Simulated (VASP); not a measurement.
A run of VASP 6.6.1:

File POSCAR:

```
Rh
1.0
    2.7036431785      0.0000000000      0.0000000000
   -1.3518215892      2.3414236753      0.0000000000
    0.0000000000      0.0000000000      4.3486172383
Rh
2
Direct
    0.6666666667      0.3333333333      0.7500000000
    0.3333333333      0.6666666667      0.2500000000
```

INCAR.step1

```
SYSTEM = Rh
  ALGO = Normal
  EDIFF = 1E-4
  ENCUT = 520
  GGA = PE
  ISMEAR = 0
  LASPH = .True.
  LCHARG = .False.
  LREAL = .False.
  LWAVE = .True.
  NBANDS = 22
  NELM = 80
  PREC = Accurate
  SIGMA = 0.1
```

Contents of INCAR.step2:

```
SYSTEM = Rh
  ALGO = Normal
  EDIFF = 1E-6
  ENCUT = 520
  ISIF = 2
  ISMEAR = 0
  ISTART = 1
  LASPH = .True.
  LCHARG = .False.
  LMIXTAU = .True.
  LREAL = .False.
  LWAVE = .False.
  METAGGA = R2SCAN
  NBANDS = 22
  NELM = 80
  PREC = Accurate
  SIGMA = 0.1
```

Contents of KPOINTS:

```
k-points
0
Gamma
  18 18 10
  0 0 0
```

Potentials or basis: VASP PAW PBE potentials, release 64 (Rh_pv).

The run is started by

```sh
$ cat potpaw_PBE.64/Rh_pv/POTCAR > POTCAR
$ cp INCAR.step1 INCAR
$ mpirun -np 1 vasp_std > vasp.out
$ cp INCAR.step2 INCAR
$ mpirun -np 1 vasp_std > vasp.out
```

Hardware: 1 thread of AMD EPYC 9R45 96-Core Processor (Zen 5) (shared host).

Problem. How long does it take, and how much memory?

Solution. Wall time 2.7 min on 1 thread of AMD EPYC 9R45 96-Core Processor (Zen 5), with other jobs on the host, peak memory 0.19 GiB. Counts: k points 222.
